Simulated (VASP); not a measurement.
# Ca (Pm-3m) in VASP: a series of runs

Ca is run at these levels: PBE; tasks: single point.

All numbers are computed with VASP 6.6.1; they aren't measurements. Logs are shortened: lines on timing, memory, paths and dates and some standing lists are left out, and cuts for length are marked.

### 1 The cell of the first run

It takes space group Pm-3m (No. 221, cubic). Conventional cell: a = 2.971 Å, b = 2.971 Å, c = 2.971 Å, α = 90.00°, β = 90.00°, γ = 90.00°. Within 3.9 Å of Ca (site symmetry m-3m) lie 6 Ca at 2.97 Å.

### 2 Single point, PBE (volume scaled by 0.6)

INCAR

```
SYSTEM = Ca
ALGO = Normal ; EDIFF = 1E-7
ENCUT = 520 ; GGA = PE
ISIF = 2 ; ISMEAR = -1
LASPH = .True. ; LCHARG = .False.
LREAL = .False. ; LWAVE = .False.
NBANDS = 11 ; NELM = 80
PREC = Accurate ; SIGMA = 0.1
```

KPOINTS

```
k-points
0
Gamma
  12 12 12
  0 0 0
```

POSCAR

```
Ca
1.0
    2.9707042346      0.0000000000      0.0000000000
    0.0000000000      2.9707042346      0.0000000000
    0.0000000000      0.0000000000      2.9707042346
Ca
1
Direct
    0.0000000000      0.0000000000      0.0000000000
```

Potentials or basis: VASP PAW PBE potentials, release 64 (Ca_sv).

Started as:

```sh
$ cat potpaw_PBE.64/Ca_sv/POTCAR > POTCAR
$ mpirun -np 1 vasp_std > vasp.out
```

OUTCAR:

```text
SYSTEM = Ca
   EDIFF = 1E-7
   ENCUT = 520
   GGA = PE
   ISIF = 2
   ISMEAR = -1
   LASPH = .True.
   LREAL = .False.
   NELM = 80
   PREC = Accurate

 ion  position               nearest neighbor table
   1  0.000  0.000  0.000-

  LATTYP: Found a simple cubic cell.
 ALAT       =     2.9707042346

  Lattice vectors:

 A1 = (   2.9707042346,   0.0000000000,   0.0000000000)
 A2 = (   0.0000000000,   2.9707042346,   0.0000000000)
 A3 = (   0.0000000000,   0.0000000000,   2.9707042346)

Analysis of symmetry for initial positions (statically):
=====================================================================
 Subroutine PRICEL returns:
 Original cell was already a primitive cell.

 Routine SETGRP: Setting up the symmetry group for a
 simple cubic supercell.

 Subroutine GETGRP returns: Found 48 space group operations
 (whereof 48 operations were pure point group operations)
 out of a pool of 48 trial point group operations.

The static configuration has the point symmetry O_h .

Analysis of symmetry for dynamics (positions and initial velocities):
=====================================================================
 Subroutine PRICEL returns:
 Original cell was already a primitive cell.

 Routine SETGRP: Setting up the symmetry group for a
 simple cubic supercell.

 Subroutine GETGRP returns: Found 48 space group operations
 (whereof 48 operations were pure point group operations)
 out of a pool of 48 trial point group operations.

The dynamic configuration has the point symmetry O_h .

 Subroutine INISYM returns: Found 48 space group operations
 (whereof 48 operations are pure point group operations),
 and found     1 'primitive' translations

----------------------------------------------------------------------------------------

                                     Primitive cell

  volume of cell :      26.2167

  direct lattice vectors                    reciprocal lattice vectors
     2.970704235  0.000000000  0.000000000     0.336620519  0.000000000  0.000000000
     0.000000000  2.970704235  0.000000000     0.000000000  0.336620519  0.000000000
     0.000000000  0.000000000  2.970704235     0.000000000  0.000000000  0.336620519

  length of vectors
     2.970704235  2.970704235  2.970704235     0.336620519  0.336620519  0.336620519

  position of ions in fractional coordinates (direct lattice)
     0.000000000  0.000000000  0.000000000

  ion indices of the primitive-cell ions
   primitive index   ion index
                 1           1

----------------------------------------------------------------------------------------

 KPOINTS: k-points

Automatic generation of k-mesh.
 Grid dimensions read from file:
 generate k-points for:   12   12   12

 Generating k-lattice:

  Cartesian coordinates                     Fractional coordinates (reciprocal lattice)
     0.028051710  0.000000000  0.000000000     0.083333333  0.000000000  0.000000000
     0.000000000  0.028051710  0.000000000     0.000000000  0.083333333  0.000000000
     0.000000000  0.000000000  0.028051710     0.000000000  0.000000000  0.083333333

  Length of vectors
     0.028051710  0.028051710  0.028051710

  Shift w.r.t. Gamma in fractional coordinates (k-lattice)
     0.000000000  0.000000000  0.000000000

 Subroutine IBZKPT returns following result:
 ===========================================

 Found     84 irreducible k-points:

 Following reciprocal coordinates:
            Coordinates               Weight
  0.000000  0.000000  0.000000      1.000000
  0.083333  0.000000  0.000000      6.000000
  0.166667  0.000000  0.000000      6.000000
  0.250000  0.000000  0.000000      6.000000
  0.333333  0.000000  0.000000      6.000000
  0.416667  0.000000  0.000000      6.000000
[... 16 lines left out ...]
  0.333333  0.333333  0.000000     12.000000
  0.416667  0.333333  0.000000     24.000000
 [... further k-points ...]
   k-points           NKPTS =     84   k-points in BZ     NKDIM =     84   number of bands    NBANDS=     11
   number of dos      NEDOS =    301   number of ions     NIONS =      1
   total plane-waves  NPLWV =  13824
   dimension x,y,z NGX =    24 NGY =   24 NGZ =   24
   dimension x,y,z NGXF=    48 NGYF=   48 NGZF=   48
   ions per type =               1
   NGX,Y,Z   is equivalent  to a cutoff of  13.43, 13.43, 13.43 a.u.
   NGXF,Y,Z  is equivalent  to a cutoff of  26.86, 26.86, 26.86 a.u.
 SYSTEM =  Ca
   PREC   = accura    normal or accurate (medium, high low for compatibility)
   ISTART =      0    job   : 0-new  1-cont  2-samecut
   ICHARG =      2    charge: 1-file 2-atom 10-const
   ISPIN  =      1    spin polarized calculation?
   LNONCOLLINEAR =      F non collinear calculations
   LSORBIT =      F    spin-orbit coupling
   LASPH  =      T    aspherical Exc in radial PAW
   ENCUT  =  520.0 eV  38.22 Ry    6.18 a.u.   5.52  5.52  5.52*2*pi/ulx,y,z
   NELM   =     80;   NELMIN=  2; NELMDL= -5     # of ELM steps
   EDIFF  = 0.1E-06   stopping-criterion for ELM
   LREAL  =      F    real-space projection
   EDIFFG = 0.1E-05   stopping-criterion for IOM
   NSW    =      0    number of steps for IOM
   IBRION =     -1    ionic relax: 0-MD 1-quasi-New 2-CG
   NFREE  =      0    steps in history (QN), initial steepest desc. (CG)
   ISIF   =      2    stress and relaxation
   ISYM   =      2    0-nonsym 1-usesym 2-fastsym
   POTIM  = 0.5000    time-step for ionic-motion
   TEBEG  =    0.0;   TEEND  =   0.0 temperature during run
   PSTRESS=    0.0 pullay stress
   NELECT =      10.0000    total number of electrons
   NUPDOWN=      -1.0000    fix difference up-down
   EMIN   =  10.00;   EMAX   =-10.00  energy-range for DOS
   EFERMI =   0.00;   METHOD = LEGACY
   ISMEAR =    -1;   SIGMA  =   0.10  broadening in eV -4-tet -1-fermi 0-gaus
   EFERMI_NEDOS =   21; number of points for ismear=-14 and -15
   IALGO  =     38    algorithm
   IMIX   =      4    mixing-type and parameters
     AMIX     =   0.40;   BMIX     =  1.00
     AMIX_MAG =   1.60;   BMIX_MAG =  1.00
  volume/ion in A,a.u.               =      26.22       176.92
  Fermi-wavevector in a.u.,A,eV,Ry     =   1.187268  2.243611 19.178843  1.409605
  Thomas-Fermi vector in A             =   2.323423
   LORBIT       =      0    0 simple, 1 ext, 2 COOP (PROOUT), +10 PAW based schemes
   GGA     = PE    functional components
   LHFCALC =     F    Hartree Fock is set to
   AEXX    =    0.0000 exact exchange contribution
   IVDW    =     0    specifies the selected vdW correction
   LEPSILON=     F    determine dielectric tensor
   LRPA    =     F    only Hartree local field effects (RPA)
 non-spin polarized calculation
  energy-cutoff  :      520.00
  volume of cell :       26.22
 maximum number of plane-waves:       739
 NGX is ok and might be reduce to    24
   NGX = 11   NGY = 11   NGZ = 11

 number of electron      10.0000001 magnetization

 Free energy of the ion-electron system (eV)
  ---------------------------------------------------
  ext. energy  EPLUGINS =         0.00000000
  ---------------------------------------------------
  free energy    TOTEN  =        -1.07079219 eV

  energy without entropy =       -1.05897330  energy(sigma->0) =       -1.06488275

 E-fermi :   4.0560     XC(G=0):  -9.3510

 val. band max:        4.0193019881   @ k =   0.5000   0.0833   0.0833
 cond. band min:       4.0700334208   @ k =   0.4167   0.4167   0.4167
 fundamental gap:      0.0507314328
 Fermi energy:         4.0559921149

 k-point     1 :       0.0000    0.0000    0.0000
  band No.  band energies     occupation
      1     -37.4103      2.00000
      2     -17.9633      2.00000
      3     -17.9633      2.00000
      4     -17.9633      2.00000
      5      -0.2949      2.00000
      6       4.6909      0.00349
      7       4.6909      0.00349
      8      10.0807      0.00000
      9      10.0807      0.00000
     10      10.0807      0.00000
     11      16.7496      0.00000

 k-point     2 :       0.0833    0.0000    0.0000
  band No.  band energies     occupation
      1     -37.4019      2.00000
      2     -18.0311      2.00000
      3     -17.9575      2.00000
      4     -17.9575      2.00000
      5      -0.1416      2.00000
      6       4.7393      0.00215
      7       4.7974      0.00120
      8       9.8785      0.00000
      9       9.8785      0.00000
     10      10.0943      0.00000
     11      15.8842      0.00000

 k-point     3 :       0.1667    0.0000    0.0000
  band No.  band energies     occupation
      1     -37.3788      2.00000
      2     -18.2126      2.00000
      3     -17.9416      2.00000
      4     -17.9416      2.00000
      5       0.2959      2.00000
      6       4.8757      0.00055
      7       5.0628      0.00008
      8       9.3887      0.00000
      9       9.3887      0.00000
     10      10.1316      0.00000
     11      14.3831      0.00000

 k-point     4 :       0.2500    0.0000    0.0000
  band No.  band energies     occupation
      1     -37.3470      2.00000
      2     -18.4528      2.00000
      3     -17.9197      2.00000
      4     -17.9197      2.00000
      5       0.9627      2.00000
      6       5.0729      0.00008
      7       5.3067      0.00001
      8       8.8213      0.00000
      9       8.8213      0.00000
     10      10.1832      0.00000
     11      13.1380      0.00000
[... 239 lines left out ...]
 k-point    22 :       0.5000    0.2500    0.0000
  band No.  band energies     occupation
      1     -37.2226      2.00000
      2     -18.8313      2.00000
      3     -18.3271      2.00000
      4     -17.8354      2.00000
      5       3.4070      1.99697
      6       4.5887      0.00967
      7       6.6155      0.00000
      8       8.1470      0.00000
      9       8.1516      0.00000
     10       9.2598      0.00000
     11      12.2263      0.00000

 k-point    23 :       0.3333    0.3333    0.0000
  band No.  band energies     occupation
      1     -37.2233      2.00000
      2     -18.5933      2.00000
      3     -18.5637      2.00000
      4     -17.8358      2.00000
      5       2.8697      1.99999
      6       5.0478      0.00010
      7       7.2333      0.00000
      8       7.6654      0.00000
      9       8.5930      0.00000
     10       8.8029      0.00000
     11      12.6945      0.00000

 k-point    24 :       0.4167    0.3333    0.0000
  band No.  band energies     occupation
      1     -37.2006      2.00000
      2     -18.7355      2.00000
      3     -18.5517      2.00000
      4     -17.8206      2.00000
      5       2.9977      1.99995
      6       5.0982      0.00006
      7       7.4361      0.00000
      8       8.1241      0.00000
      9       8.3862      0.00000
     10       8.8003      0.00000
     11      12.1640      0.00000

 [... further k-points ...]

------------------------ aborting loop because EDIFF is reached ----------------------------------------

  FORCE on cell =-STRESS in cart. coord.  units (eV):
  Direction    XX          YY          ZZ          XY          YZ          ZX
  --------------------------------------------------------------------------------------
  -------------------------------------------------------------------------------------
  Total        2.0819258      2.0819258      2.0819258      0.0000000      0.0000000     -0.0000000
  in kB      127.2323576    127.2323576    127.2323576      0.0000000      0.0000000     -0.0000000
  external PRESSURE =     127.2323576 kB  Pullay stress =       0.0000000 kB

 VOLUME and BASIS-vectors are now :
 -----------------------------------------------------------------------------
  energy-cutoff  :      520.00
  volume of cell :       26.22
      direct lattice vectors                 reciprocal lattice vectors
     2.970704235  0.000000000  0.000000000     0.336620519  0.000000000  0.000000000
     0.000000000  2.970704235  0.000000000     0.000000000  0.336620519  0.000000000
     0.000000000  0.000000000  2.970704235     0.000000000  0.000000000  0.336620519

 POSITION                                       TOTAL-FORCE (eV/Angst)
 -----------------------------------------------------------------------------------
      0.00000      0.00000      0.00000         0.000000      0.000000      0.000000
 -----------------------------------------------------------------------------------
    total drift:                               -0.000000      0.000000      0.000000

  FREE ENERGIE OF THE ION-ELECTRON SYSTEM (eV)
  ---------------------------------------------------
  free  energy   TOTEN  =        -1.0707921896 eV

  energy  without entropy=       -1.0589733017  energy(sigma->0) =       -1.06488275
```

Wall time 6.3 s (1 thread of Intel Xeon 6975P-C (Granite Rapids), shared host); peak memory 0.15 GiB.

Results:

```
Free energy            : -1.0708 eV
Pressure               : 12.7 GPa
Band gap on the k mesh : zero (band 5 reaches 4.31 eV, above the bottom of band 6 at 3.99 eV)
```

Levels at points of the mesh, in eV from the Fermi level:
| k point | band 3 | band 4 | band 5 | band 6 | band 7 | band 8 |
| --- | --- | --- | --- | --- | --- | --- |
| (0.00, 0.00, 0.00) | -22.02 | -22.02 | -4.35 | 0.63 | 0.63 | 6.02 |
| (0.50, 0.00, 0.00) | -21.93 | -21.93 | -0.71 | 0.15 | 1.46 | 3.84 |
| (0.50, 0.50, 0.00) | -22.81 | -21.85 | -1.40 | 1.62 | 4.38 | 4.38 |
| (0.50, 0.50, 0.50) | -22.67 | -22.67 | 0.26 | 0.26 | 0.26 | 6.73 |

### 3 Single point, PBE (volume scaled by 0.7)

INCAR

```
SYSTEM = Ca
ALGO     = Normal         ! electronic algorithm
EDIFF    = 1E-6           ! SCF threshold, eV
ENCUT    = 520            ! plane-wave cutoff, eV
GGA      = PE             ! functional
ISIF     = 2              ! what is computed and relaxed
ISMEAR   = -1             ! smearing method
LASPH    = .TRUE.         ! aspherical terms in the spheres
LCHARG   = .FALSE.        ! write CHGCAR
LREAL    = .FALSE.        ! projectors in reciprocal space
LWAVE    = .FALSE.        ! write WAVECAR
NBANDS   = 11             ! bands
NELM     = 80             ! most SCF steps
PREC     = Accurate       ! precision mode
SIGMA    = 0.1            ! smearing width, eV
```

KPOINTS

```
k-points
0
G
  12 12 12
  0 0 0
```

POSCAR

```
Ca
1.0
    3.1273393674      0.0000000000      0.0000000000
    0.0000000000      3.1273393674      0.0000000000
    0.0000000000      0.0000000000      3.1273393674
Ca
1
Direct
    0.0000000000      0.0000000000      0.0000000000
```

Potentials or basis: VASP PAW PBE potentials, release 64 (Ca_sv).

Started as:

```sh
$ cat potpaw_PBE.64/Ca_sv/POTCAR > POTCAR
$ mpirun -np 1 vasp_std > vasp.out
```

It took 5 s on 1 thread of Intel Xeon 6975P-C (Granite Rapids), shared host; peak memory 0.15 GiB.

Results (log left out):

| Quantity | Value |
| --- | --- |
| Free energy | -1.3328 eV |
| Pressure | 6.9 GPa |
| Band gap on the k mesh | zero (band 5 reaches 3.70 eV, above the bottom of band 6 at 2.92 eV) |

Levels at points of the mesh, in eV from the Fermi level:
```
           k point  band 2  band 3  band 4  band 5  band 6  band 7  band 8  band 9
(0.00, 0.00, 0.00)  -22.35  -22.35  -22.35   -4.25    0.75    0.75    5.37    5.37
(0.50, 0.00, 0.00)  -22.97  -22.30  -22.30   -0.90   -0.16    1.46    3.54    3.54
(0.50, 0.50, 0.00)  -22.87  -22.87  -22.25   -1.01    1.39    3.75    3.75    3.99
(0.50, 0.50, 0.50)  -22.79  -22.79  -22.79    0.45    0.45    0.45    6.39    6.51
```

(Part 1 of 2 ends here.)
